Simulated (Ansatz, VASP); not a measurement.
## B3N2: VASP beside Ansatz

```
CELL_PARAMETERS angstrom
-3.44570 -0.00018 0.00038
0.00050 -0.00151 -4.27760
-0.00031 -5.97045 -0.00206
ATOMIC_POSITIONS crystal
B 0.66531 0.00007 0.00002
B 0.16530 0.00008 0.50002
B 0.16751 0.99978 0.83275
B 0.66748 0.99977 0.33277
B 0.66746 0.00016 0.66725
B 0.16745 0.00015 0.16723
N 0.00000 0.24257 0.99977
N 0.49997 0.24258 0.49981
N 0.99976 0.75742 0.00016
N 0.49975 0.75742 0.50023
```

Change from the starting cell: cell x2, atoms moved at random (sigma 0.1 Å) and cell strained at random (1.5 %), then relaxed without symmetry.

Alike in both runs: functional PBE; k mesh 6 × 6 × 4; occupations gaussian, width 0.2 eV; no spin polarisation.

Ansatz relaxed the structure, and its values are those at the end. VASP's run is a single point on that final structure, the one shown.

|  | VASP | Ansatz |
| --- | --- | --- |
| version | VASP 6.6.1 | Ansatz 0.2.0 |
| potentials or method | VASP PAW PBE potentials, release 64 (B, N), cutoff 520 eV | scalar-relativistic, plane waves, PAW |
| valence electrons in the cell | 38 | 38 |

VASP gave:

| Property | Result |
| --- | --- |
| gap on the k mesh at the Fermi level (eV) | none |
| pressure (GPa) | 0.3 |
| rms of the force components (eV/Å) | 0.041 |

Question: Estimate Ansatz's values.

Answer: gap on the k mesh at the Fermi level (eV): none; pressure (GPa): 0.0; rms of the force components (eV/Å): 0.006.

A gap of «none» marks a metal or a gap that the smearing closes.
